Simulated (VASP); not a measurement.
Runs of VASP 6.6.1 on SiC. The structure is that of space group R3m (No. 160), or close to it. The cells are those of the table. 

```tsv
cell	gap on the mesh (eV)	pressure (GPa)	largest force (eV/Å)
a = 2.930 Å, angles 67.3°, 2 atoms	(a)	10.4	3.16
a = 3.158 Å, angles 56.6°, 2 atoms	1.45	3.0	0.42
a = 3.873 Å, angles 38.9°, 2 atoms	none	57.0	1.15
a = 3.290 Å, angles 52.2°, 2 atoms	(b)	10.7	0.29
a = 3.531 Å, angles 45.7°, 2 atoms	none	31.8	0.35
```

Alike in all rows: task single point; level r2SCAN; potentials or basis VASP PAW PBE potentials, release 64 (Si, C); no spin polarisation; k mesh 12 × 12 × 12; cutoff (eV) 520; smearing gaussian 0.05 eV.

Problem. Estimate the missing entries.

Solution. (a) 1.01; (b) 0.77.

Caveats: the PAW data sets were made with another functional, which shifts forces and pressure a little.

A k mesh can miss the band edges.

A gap of «none» marks levels without a gap at the run's occupations.
